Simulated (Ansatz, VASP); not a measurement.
## PtSe2: VASP beside Ansatz

The input INCAR:

```
SYSTEM = PtSe2
ALGO     = Normal         ! electronic algorithm
EDIFF    = 1E-8           ! SCF threshold, eV
ENCUT    = 520            ! plane-wave cutoff, eV
GGA      = PE             ! functional
ISIF     = 2              ! what is computed and relaxed
ISMEAR   = -1             ! smearing method
LASPH    = .True.         ! aspherical terms in the spheres
LCHARG   = .False.        ! write CHGCAR
LEFG     = .True.       
LREAL    = .False.        ! projectors in reciprocal space
LWAVE    = .False.        ! write WAVECAR
NBANDS   = 18             ! bands
NELM     = 80             ! most SCF steps
PREC     = Accurate       ! precision mode
SIGMA    = 0.05           ! smearing width, eV
```

The input KPOINTS:

```
k-points
0
Gamma
  10 10 7
  0 0 0
```

Contents of POSCAR:

```
PtSe2
1.0
    3.7240006046      0.0000000000      0.0000000000
   -1.8620003023      3.2250791273      0.0000000000
    0.0000000000      0.0000000000      5.0620000000
Pt Se
1 2
Direct
    0.0000000000      0.0000000000      0.0000000000
    0.3333333333      0.6666666667      0.2500000000
    0.6666666667      0.3333333333      0.7500000000
```

Input for Ansatz:

```yaml
crystal:
  lattice:
    - [3.7240006046, 0.0, 0.0]
    - [-1.8620003023, 3.2250791273, 0.0]
    - [0.0, 0.0, 5.062]
  atoms:
    - { symbol: Pt, position: [0.0, 0.0, 0.0] }
    - { symbol: Se, position: [0.3333333333, 0.6666666667, 0.25] }
    - { symbol: Se, position: [0.6666666667, 0.3333333333, 0.75] }
kpoints:
  mp_grid: { grid: [10, 10, 7] }
  band_path:
    path:
      - [0.0, 0.0, 0.0]
      - [0.5, 0.0, 0.0]
      - [0.3333333333, 0.3333333333, 0.0]
      - [0.0, 0.0, 0.0]
      - [0.0, 0.0, 0.5]
      - [0.5, 0.0, 0.5]
      - [0.3333333333, 0.3333333333, 0.5]
      - [0.0, 0.0, 0.5]
      - [0.5, 0.0, 0.5]
    npoints: 14
scf:
  occupations: { method: fermi_dirac, width: 0.05 }
hamiltonian:
  xc: pbe
  pseudopotentials: { kind: paw }
output:
  forces: true
  stress: true
  eigenvalues: true
  efg: { contact_densities: true }
  populations: true
  bader: true
  dos: { projected: true, de: 0.2, e_range: [-14, 8] }
  write_density: true
  write_potential: true
  elf: true
  volumetric_format: npy
```

Alike in both runs: task electric field gradients; functional PBE; k mesh 10 × 10 × 7; occupations fermi-dirac, width 0.05 eV; no spin polarisation.

|  | VASP | Ansatz |
| --- | --- | --- |
| version | VASP 6.6.1 | Ansatz 0.2.0 |
| potentials or method | VASP PAW PBE potentials, release 64 (Pt, Se) | PAW with Ansatz's default frozen-core files, scalar-relativistic |
| plane-wave cutoff (eV) | 520 | 420 |
| valence electrons in the cell | 22 | 50 |

|  | VASP | Ansatz | Ansatz less VASP |
| --- | --- | --- | --- |
| pressure (GPa) | 7.3 | 7.3 | +0.01 |
| traceless stress, the component that is largest in VASP (GPa) | -1.35 | -1.34 | +0.009 |
| rms of the force components (eV/Å) | 0.268 | 0.266 | -0.0025 |
| size of Vzz on the site where it differs most (V/Å²) | 143.1 | 88.5 | -54.61 |

Atom by atom the forces differ by 0.003 eV/Å (rms over components). The functional is the same, so the differences come from potentials, cutoffs and numerics. VASP's potentials hold 22 valence electrons a cell and Ansatz's 50, so a difference there can come from the potentials and not from the codes.

Neither program's run includes spin-orbit coupling.
